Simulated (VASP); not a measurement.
# Fe (P6_3/mmc) in VASP: electric field gradients with PBE

Aim: the electric field gradients of Fe with PBE.

Everything below comes from runs of VASP 6.6.1. Logs are shortened: lines on timing, memory, paths and dates and some standing lists are left out, and cuts for length are marked.

### Step 1. The cell of the first run

Symmetry: P6_3/mmc, No. 194, hexagonal system. The conventional cell has a = 2.434 Å, b = 2.434 Å, c = 3.804 Å, α = 90.00°, β = 90.00°, γ = 120.00°. Within 3.1 Å of Fe (site symmetry -6m2) lie 12 Fe at 2.36 to 2.43 Å.

This isn't the form of Fe at room conditions, which is bcc.

### Step 2. Electric field gradients, PBE (zz strain of -1 %)

The input, INCAR:

```
ALGO = Normal
EDIFF = 1E-8
ENCUT = 510
GGA = PE
GGA_COMPAT = False
ISIF = 2
ISMEAR = -1
LASPH = True
LCHARG = False
LEFG = True
LREAL = False
LWAVE = False
NBANDS = 23
NELM = 120
PREC = Accurate
SIGMA = 0.08
```

The input, KPOINTS:

```
k-points
0
Gamma
  17 17 10
```

The input, POSCAR:

```
Fe
1.0
    2.4341575853      0.0000000000      0.0000000000
   -1.2170787927      2.1080423057      0.0000000000
    0.0000000000      0.0000000000      3.8035151253
Fe
2
Direct
    0.3333333333      0.6666666667      0.2500000000
    0.6666666667      0.3333333333      0.7500000000
```

Potentials or basis: VASP PAW PBE potentials, release 64 (Fe_sv).

Launch:

```sh
> cat potpaw_PBE.64/Fe_sv/POTCAR > POTCAR
> mpirun -np 1 vasp_std > vasp.out
```

OUTCAR:

```text
EDIFF = 1E-8
   ENCUT = 510
   GGA = PE
   ISIF = 2
   ISMEAR = -1
   LASPH = True
   LREAL = False
   NELM = 120
   PREC = Accurate

 ion  position               nearest neighbor table
   1  0.333  0.667  0.250-   2 2.36   2 2.36   2 2.36   2 2.36   2 2.36   2 2.36
   2  0.667  0.333  0.750-   1 2.36   1 2.36   1 2.36   1 2.36   1 2.36   1 2.36

  LATTYP: Found a hexagonal cell.
 ALAT       =     2.4341575853
 C/A-ratio  =     1.5625591163

  Lattice vectors:

 A1 = (   2.4341575853,   0.0000000000,   0.0000000000)
 A2 = (  -1.2170787927,   2.1080423057,   0.0000000000)
 A3 = (   0.0000000000,   0.0000000000,   3.8035151253)

Analysis of symmetry for initial positions (statically):
=====================================================================
 Subroutine PRICEL returns:
 Original cell was already a primitive cell.

 Routine SETGRP: Setting up the symmetry group for a
 hexagonal supercell.

 Subroutine GETGRP returns: Found 24 space group operations
 (whereof 12 operations were pure point group operations)
 out of a pool of 24 trial point group operations.

The static configuration has the point symmetry D_3d.
 The point group associated with its full space group is D_6h.

Analysis of symmetry for dynamics (positions and initial velocities):
=====================================================================
 Subroutine PRICEL returns:
 Original cell was already a primitive cell.

 Routine SETGRP: Setting up the symmetry group for a
 hexagonal supercell.

 Subroutine GETGRP returns: Found 24 space group operations
 (whereof 12 operations were pure point group operations)
 out of a pool of 24 trial point group operations.

The dynamic configuration has the point symmetry D_3d.
 The point group associated with its full space group is D_6h.

 Subroutine INISYM returns: Found 24 space group operations
 (whereof 12 operations are pure point group operations),
 and found     1 'primitive' translations

----------------------------------------------------------------------------------------

                                     Primitive cell

  volume of cell :      19.5170

  direct lattice vectors                    reciprocal lattice vectors
     2.434157585  0.000000000  0.000000000     0.410819746  0.237186891  0.000000000
    -1.217078793  2.108042306  0.000000000     0.000000000  0.474373781  0.000000000
     0.000000000  0.000000000  3.803515125     0.000000000  0.000000000  0.262914690

  length of vectors
     2.434157585  2.434157585  3.803515125     0.474373781  0.474373781  0.262914690

  position of ions in fractional coordinates (direct lattice)
     0.333333333  0.666666667  0.250000000
     0.666666667  0.333333333  0.750000000

  ion indices of the primitive-cell ions
   primitive index   ion index
                 1           1
                 2           2

----------------------------------------------------------------------------------------

 KPOINTS: k-points

Automatic generation of k-mesh.
 Grid dimensions read from file:
 generate k-points for:   17   17   10

 Generating k-lattice:

  Cartesian coordinates                     Fractional coordinates (reciprocal lattice)
     0.024165867  0.013952170  0.000000000     0.058823529  0.000000000  0.000000000
     0.000000000  0.027904340  0.000000000     0.000000000  0.058823529  0.000000000
     0.000000000  0.000000000  0.026291469     0.000000000  0.000000000  0.100000000

  Length of vectors
     0.027904340  0.027904340  0.026291469

  Shift w.r.t. Gamma in fractional coordinates (k-lattice)
     0.000000000  0.000000000  0.000000000

 Subroutine IBZKPT returns following result:
 ===========================================

 Found    198 irreducible k-points:

 Following reciprocal coordinates:
            Coordinates               Weight
  0.000000  0.000000  0.000000      1.000000
  0.058824  0.000000  0.000000      6.000000
  0.117647 -0.000000  0.000000      6.000000
  0.176471 -0.000000  0.000000      6.000000
  0.235294 -0.000000  0.000000      6.000000
  0.294118 -0.000000  0.000000      6.000000
[... 16 lines left out ...]
  0.411765  0.117647  0.000000     12.000000
  0.176471  0.176471  0.000000      6.000000
 [... further k-points ...]
   k-points           NKPTS =    198   k-points in BZ     NKDIM =    198   number of bands    NBANDS=     23
   number of dos      NEDOS =    301   number of ions     NIONS =      2
   total plane-waves  NPLWV =   9072
   dimension x,y,z NGX =    18 NGY =   18 NGZ =   28
   dimension x,y,z NGXF=    36 NGYF=   36 NGZF=   56
   ions per type =               2
   NGX,Y,Z   is equivalent  to a cutoff of  12.29, 12.29, 12.24 a.u.
   NGXF,Y,Z  is equivalent  to a cutoff of  24.59, 24.59, 24.48 a.u.
 SYSTEM =  unknown system
   PREC   = accura    normal or accurate (medium, high low for compatibility)
   ISTART =      0    job   : 0-new  1-cont  2-samecut
   ICHARG =      2    charge: 1-file 2-atom 10-const
   ISPIN  =      1    spin polarized calculation?
   LNONCOLLINEAR =      F non collinear calculations
   LSORBIT =      F    spin-orbit coupling
   LASPH  =      T    aspherical Exc in radial PAW
   ENCUT  =  510.0 eV  37.48 Ry    6.12 a.u.   4.48  4.48  7.00*2*pi/ulx,y,z
   NELM   =    120;   NELMIN=  2; NELMDL= -5     # of ELM steps
   EDIFF  = 0.1E-07   stopping-criterion for ELM
   LREAL  =      F    real-space projection
   EDIFFG = 0.1E-06   stopping-criterion for IOM
   NSW    =      0    number of steps for IOM
   IBRION =     -1    ionic relax: 0-MD 1-quasi-New 2-CG
   NFREE  =      0    steps in history (QN), initial steepest desc. (CG)
   ISIF   =      2    stress and relaxation
   ISYM   =      2    0-nonsym 1-usesym 2-fastsym
   POTIM  = 0.5000    time-step for ionic-motion
   TEBEG  =    0.0;   TEEND  =   0.0 temperature during run
   PSTRESS=    0.0 pullay stress
   NELECT =      32.0000    total number of electrons
   NUPDOWN=      -1.0000    fix difference up-down
   EMIN   =  10.00;   EMAX   =-10.00  energy-range for DOS
   EFERMI =   0.00;   METHOD = LEGACY
   ISMEAR =    -1;   SIGMA  =   0.08  broadening in eV -4-tet -1-fermi 0-gaus
   EFERMI_NEDOS =   21; number of points for ismear=-14 and -15
   IALGO  =     38    algorithm
   IMIX   =      4    mixing-type and parameters
     AMIX     =   0.40;   BMIX     =  1.00
     AMIX_MAG =   1.60;   BMIX_MAG =  1.00
  volume/ion in A,a.u.               =       9.76        65.85
  Fermi-wavevector in a.u.,A,eV,Ry     =   1.930429  3.647981 50.702859  3.726555
  Thomas-Fermi vector in A             =   2.962653
   LORBIT       =      0    0 simple, 1 ext, 2 COOP (PROOUT), +10 PAW based schemes
   GGA     = PE    functional components
   LHFCALC =     F    Hartree Fock is set to
   AEXX    =    0.0000 exact exchange contribution
   IVDW    =     0    specifies the selected vdW correction
   LEPSILON=     F    determine dielectric tensor
   LRPA    =     F    only Hartree local field effects (RPA)
 non-spin polarized calculation
  energy-cutoff  :      510.00
  volume of cell :       19.52
 maximum number of plane-waves:       537
 NGX is ok and might be reduce to    18
   NGX =  9   NGY =  9   NGZ = 15

 number of electron      32.0000056 magnetization

 Free energy of the ion-electron system (eV)
  ---------------------------------------------------
  ext. energy  EPLUGINS =         0.00000000
  ---------------------------------------------------
  free energy    TOTEN  =       -16.54114162 eV

  energy without entropy =      -16.48948710  energy(sigma->0) =      -16.51531436

 E-fermi :  14.7460     XC(G=0): -14.7238

 val. band max:       14.7383899606   @ k =   0.3529   0.2353   0.3000
 cond. band min:      14.7566775916   @ k =   0.2353   0.2353   0.1000
 fundamental gap:      0.0182876310
 Fermi energy:        14.7459794887

 k-point     1 :       0.0000    0.0000    0.0000
  band No.  band energies     occupation
      1     -72.5926      2.00000
      2     -72.4241      2.00000
      3     -38.9784      2.00000
      4     -38.3467      2.00000
      5     -38.3467      2.00000
      6     -38.2281      2.00000
[... 15 lines left out ...]
     22      36.2918      0.00000
     23      40.0874      0.00000
[... 575 lines left out ...]
      1     -72.5080      2.00000
      2     -72.4019      2.00000
      3     -38.7882      2.00000
      4     -38.5997      2.00000
      5     -38.5929      2.00000
      6     -38.4226      2.00000
[... 15 lines left out ...]
     22      28.3687      0.00000
     23      29.1725      0.00000

 [... further k-points ...]

------------------------ aborting loop because EDIFF is reached ----------------------------------------

  FORCE on cell =-STRESS in cart. coord.  units (eV):
  Direction    XX          YY          ZZ          XY          YZ          ZX
  --------------------------------------------------------------------------------------
  -------------------------------------------------------------------------------------
  Total        1.0441364      1.0441364      1.8618234     -0.0000000     -0.0000000      0.0000000
  in kB       85.7145730     85.7145730    152.8396012     -0.0000000     -0.0000000      0.0000000
  external PRESSURE =     108.0895824 kB  Pullay stress =       0.0000000 kB

 VOLUME and BASIS-vectors are now :
 -----------------------------------------------------------------------------
  energy-cutoff  :      510.00
  volume of cell :       19.52
      direct lattice vectors                 reciprocal lattice vectors
     2.434157585  0.000000000  0.000000000     0.410819746  0.237186891  0.000000000
    -1.217078793  2.108042306  0.000000000     0.000000000  0.474373781  0.000000000
     0.000000000  0.000000000  3.803515125     0.000000000  0.000000000  0.262914690

 POSITION                                       TOTAL-FORCE (eV/Angst)
 -----------------------------------------------------------------------------------
     -0.00000      1.40536      0.95088        -0.000000      0.000000      0.000000
      1.21708      0.70268      2.85264         0.000000     -0.000000      0.000000
 -----------------------------------------------------------------------------------
    total drift:                               -0.000000      0.000000     -0.000000

  FREE ENERGIE OF THE ION-ELECTRON SYSTEM (eV)
  ---------------------------------------------------
  free  energy   TOTEN  =       -16.5411416203 eV

  energy  without entropy=      -16.4894870956  energy(sigma->0) =      -16.51531436

 Electric field gradients (V/A^2)
---------------------------------------------------------------------
 ion       V_xx      V_yy      V_zz      V_xy      V_xz      V_yz
---------------------------------------------------------------------
   1       3.515     3.502    -7.017    -0.012     0.000    -0.000
   2       3.515     3.502    -7.017    -0.012    -0.000     0.000
---------------------------------------------------------------------

 Electric field gradients after diagonalization (V/A^2)
 (convention: |V_zz| > |V_xx| > |V_yy|)
----------------------------------------------------------------------
 ion       V_xx      V_yy      V_zz     asymmetry (V_yy - V_xx)/ V_zz
----------------------------------------------------------------------
   1       3.522     3.495    -7.017       0.004
   2       3.522     3.495    -7.017       0.004
----------------------------------------------------------------------

           NMR quadrupolar parameters

 Cq : quadrupolar parameter    Cq=e*Q*V_zz/h
 eta: asymmetry parameters     (V_yy - V_xx)/ V_zz
 Q  : nuclear electric quadrupole moment in mb (millibarn)
----------------------------------------------------------------------
 ion       Cq(MHz)       eta       Q (mb)
----------------------------------------------------------------------
   1      -0.017       0.004       1.000
   2      -0.017       0.004       1.000
----------------------------------------------------------------------
```

Run time: 46 s. Hardware: 1 thread of Intel Xeon 6975P-C (Granite Rapids), shared host; peak memory 0.18 GiB.

What came out:

```yaml
Free_energy: -16.5411 eV
Pressure: 10.8 GPa
Band_gap_on_the_k_mesh: zero (bands 16 and 17 overlap by 1.92 eV)
Largest_electric_field_gradient_by_atom: Fe -7.0 V/Å²
```

Stress tensor (GPa, compression positive):
```
 8.57  0.00  0.00
 0.00  8.57  0.00
 0.00  0.00 15.28
```

Electric field gradients, principal values (V/Å²):
| atom | least | middle | greatest (by size) |
| --- | --- | --- | --- |
| 1 Fe | 3.495 | 3.522 | -7.017 |
| 2 Fe | 3.495 | 3.522 | -7.017 |

Caveat: the cell differs from its parent crystal (zz strain of -1 %); the stress differs along the axes, from 9 to 15 GPa; without QUAD_EFG the Cq values of the log hold for a quadrupole moment of 1 mb, not for the nuclei; the run has no spin polarisation, though such a crystal can be magnetic.
